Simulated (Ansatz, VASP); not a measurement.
# Al in VASP and in Ansatz

```
CELL_PARAMETERS angstrom
2.02398 -2.02398 0.00000
2.02398 0.00000 -2.02398
7.92271 7.92271 7.92271
ATOMIC_POSITIONS crystal
Al 0.66667 0.66667 0.08514
Al 0.00000 0.00000 0.93669
Al 0.33333 0.33333 0.25545
Al 0.66667 0.66667 0.59607
Al 0.00000 0.00000 0.42576
Al 0.33333 0.33333 0.76638
```

Alike in both runs: task single point; functional PBE; k mesh 19 × 19 × 4; occupations gaussian, width 0.15 eV; no spin polarisation.

|  | VASP | Ansatz |
| --- | --- | --- |
| version | VASP 6.6.1 | Ansatz 0.2.0 |
| potentials or method | VASP PAW PBE potentials, release 64 (Al), cutoff 520 eV | scalar-relativistic, plane waves, PAW |
| valence electrons in the cell | 18 | 18 |

```csv
,VASP,Ansatz,Ansatz less VASP
gap on the k mesh at the Fermi level (eV),none,none,-
pressure (GPa),2.0,2.0,+0.04
"traceless stress, the component that is largest in VASP (GPa)",0.79,0.79,+0.001
rms of the force components (eV/Å),0.393,0.393,-0.0003
```

Atom by atom the forces differ by 0.000 eV/Å (rms over components). A gap of «none» marks a metal or a gap that the smearing closes. The functional is the same, so the differences come from potentials, cutoffs and numerics.
